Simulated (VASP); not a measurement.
Input of a VASP 6.6.1 run:

Contents of INCAR:

```
  PREC = Accurate
  ENCUT = 520
  EDIFF = 1E-6
  ISMEAR = 0
  SIGMA = 0.1
  LREAL = F
  LASPH = T
  NELM = 80
  ALGO = Normal
  ISIF = 2
  LWAVE = F
  LCHARG = F
  GGA = PE
  NBANDS = 37
```

File KPOINTS:

```
Automatic mesh
0
Gamma
  4 4 4
```

File POSCAR:

```
Pr4O
1.0
    4.8531196200      0.0000000000      0.0000000000
    0.0000000000      4.8531196200      0.0000000000
    0.0000000000      0.0000000000      4.8531196200
Pr O
4 1
Direct
    0.0000000000      0.5000000000      0.5000000000
    0.5000000000      0.5000000000      0.0000000000
    0.5000000000      0.0000000000      0.5000000000
    0.0000000000      0.0000000000      0.0000000000
    0.5000000000      0.5000000000      0.5000000000
```

Potentials or basis: VASP PAW PBE potentials, release 64 (Pr, O).

Run with:

```console
$ cat potpaw_PBE.64/Pr/POTCAR potpaw_PBE.64/O/POTCAR > POTCAR
$ mpirun -np 1 vasp_std > vasp.out
```

(1) What does it give for the band gap on the k mesh?

(2) Estimate the pressure.

## Answers

(1) zero (band 29 reaches 8.15 eV, above the bottom of band 30 at 7.97 eV).

(2) -1.5 GPa.

Caveat: spin-orbit coupling is left out, which moves the levels of the heavy elements; the run has no spin polarisation, though such a crystal can be magnetic; without U or exact exchange the open f shell lies at the Fermi level, which spoils levels, moments and volumes.
